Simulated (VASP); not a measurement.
Crystal: PtSe.

```
CELL_PARAMETERS angstrom
3.70187 0.00000 0.00000
-1.85094 3.20591 0.00000
0.00000 0.00000 3.61284
ATOMIC_POSITIONS crystal
Pt 0.00000 0.00000 0.00000
Se 0.66667 0.33333 0.50000
```

- Program: VASP 6.6.1
- Task: relaxation of cell and atoms
- Functional: LDA
- Potentials or basis: VASP PAW LDA potentials, release 64 (Pt, Se)
- Cutoff: 600 eV
- k mesh: 8 × 8 × 7
- Occupations: fermi-dirac, width 0.05 eV
- Spin: no spin polarisation

At the start: pressure -18.3 GPa; volume 21.44 Å³/atom.

Where does the relaxation end?

Over 12 steps the energy falls by 265.8 meV/atom and the volume is 18.13 Å³/atom (-15.4 %); space group P-6m2 (No. 187, to 0.05 Å).

Step by step:
```tsv
step	energy change (eV)	largest force (eV/Å)	pressure (GPa)	volume (Å³)
1	0.0000	0.0000	-18.34	42.88
2	0.3284	0.0000	50.89	29.36
3	-0.5094	0.0000	-1.16	35.97
4	-0.5105	0.0000	-0.23	35.76
5	-0.5105	0.0000	0.38	35.62
6	-0.5129	0.0000	0.36	35.67
7	-0.5191	0.0000	0.28	35.81
8	-0.5286	0.0000	0.30	36.05
9	-0.5188	0.0000	1.23	36.30
10	-0.5314	0.0000	0.42	36.16
11	-0.5252	0.0000	-2.82	36.96
12	-0.5315	0.0000	-0.01	36.26
```

Final structure:
```
Pt Se
1.0
     3.67386    0.00000    0.00000
    -1.83693    3.18166    0.00000
     0.00000    0.00000    3.10171
Pt Se
1 1
Cartesian
  0.0000 0.0000 0.0000
  1.8369 1.0606 1.5509
```

Caveat: the volume moved by over 15 % at a fixed basis, so the end points are rough.
